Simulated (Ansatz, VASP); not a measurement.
Cd: VASP beside Ansatz

File INCAR:

```
  PREC = Accurate
  ENCUT = 520
  EDIFF = 1E-8
  ISMEAR = -1
  SIGMA = 0.05
  LREAL = False
  LASPH = True
  NELM = 60
  ALGO = Normal
  ISIF = 2
  LWAVE = False
  LCHARG = False
  GGA = PS
  LEFG = True
  NBANDS = 19
```

The input KPOINTS:

```
Automatic mesh
0
Gamma
  16 16 7
```

POSCAR

```
Cd
1.0
    2.9788725081      0.0000000000      0.0000000000
   -1.4894362540      2.5797792666      0.0000000000
    0.0000000000      0.0000000000      5.5052970000
Cd
2
Direct
    0.3333333333      0.6666666667      0.2500000000
    0.6666666667      0.3333333333      0.7500000000
```

Input for Ansatz:

```yaml
crystal:
  lattice:
    - [2.9788725081, 0.0, 0.0]
    - [-1.489436254, 2.5797792666, 0.0]
    - [0.0, 0.0, 5.505297]
  atoms:
    - { symbol: Cd, position: [0.3333333333, 0.6666666667, 0.25] }
    - { symbol: Cd, position: [0.6666666667, 0.3333333333, 0.75] }
kpoints:
  mp_grid: { grid: [16, 16, 7] }
scf:
  occupations: { method: fermi_dirac, width: 0.05 }
hamiltonian:
  xc: pbesol
  pseudopotentials: { kind: all_electron, datasets: crystal }
output:
  forces: true
  stress: true
  eigenvalues: true
  efg: { contact_densities: true }
```

Change from the starting cell: zz strain of -2 %, crystal datasets.

Alike in both runs: task electric field gradients; functional PBEsol; k mesh 16 × 16 × 7; occupations fermi-dirac, width 0.05 eV; no spin polarisation.

|  | VASP | Ansatz |
| --- | --- | --- |
| version | VASP 6.6.1 | Ansatz 0.2.0 |
| potentials or method | VASP PAW PBE potentials, release 64 (Cd), cutoff 520 eV | all-electron PAW with datasets made for the crystal, scalar-relativistic |

Ansatz gave:

```
pressure (GPa)                                                : -0.7
traceless stress, the component that is largest in VASP (GPa) : 0.12
size of Vzz on the site where it differs most (V/Å²)          : 65.7
```

Question: What did VASP give for the same quantities?

Answer: Pressure (GPa): -0.4; traceless stress, the component that is largest in VASP (GPa): -0.02; size of Vzz on the site where it differs most (V/Å²): 70.4.

VASP's potentials were made for PBE, not for PBEsol. Ansatz ran all-electron here, and VASP with PAW potentials.
